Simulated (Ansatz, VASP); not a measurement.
## One calculation of TiAl3, two programs

```xyz
4
Lattice="2.8397 0.0000 0.0000 0.0000 4.6813 0.0000 0.0000 0.0000 4.9007" Properties=species:S:1:pos:R:3 pbc="T T T"
Ti    0.0000    2.3406    0.8131
Al    1.4198    2.3406    3.2701
Al    1.4198    0.0000    1.6217
Al    0.0000    0.0000    4.0965
```

Alike in both runs: task single point; functional r2SCAN; k mesh 8 × 6 × 6; occupations gaussian, width 0.1 eV; no spin polarisation.

```csv
,VASP,Ansatz
version,VASP 6.6.1,Ansatz 0.2.0
potentials or method,"VASP PAW PBE potentials, release 64 (Ti_sv, Al), cutoff 520 eV","scalar-relativistic, plane waves, PAW"
valence electrons in the cell,21,21
```

|  | VASP | Ansatz | Ansatz less VASP |
| --- | --- | --- | --- |
| gap on the k mesh at the Fermi level (eV) | none | none | - |
| pressure (GPa) | -2.2 | -2.1 | +0.09 |
| traceless stress, the component that is largest in VASP (GPa) | -0.76 | -0.77 | -0.003 |
| rms of the force components (eV/Å) | 0.026 | 0.022 | -0.0040 |

VASP's potentials were made for PBE, not for r2SCAN. Atom by atom the forces differ by 0.005 eV/Å (rms over components). A gap of «none» marks a metal or a gap that the smearing closes. The functional is the same, so the differences come from potentials, cutoffs and numerics.
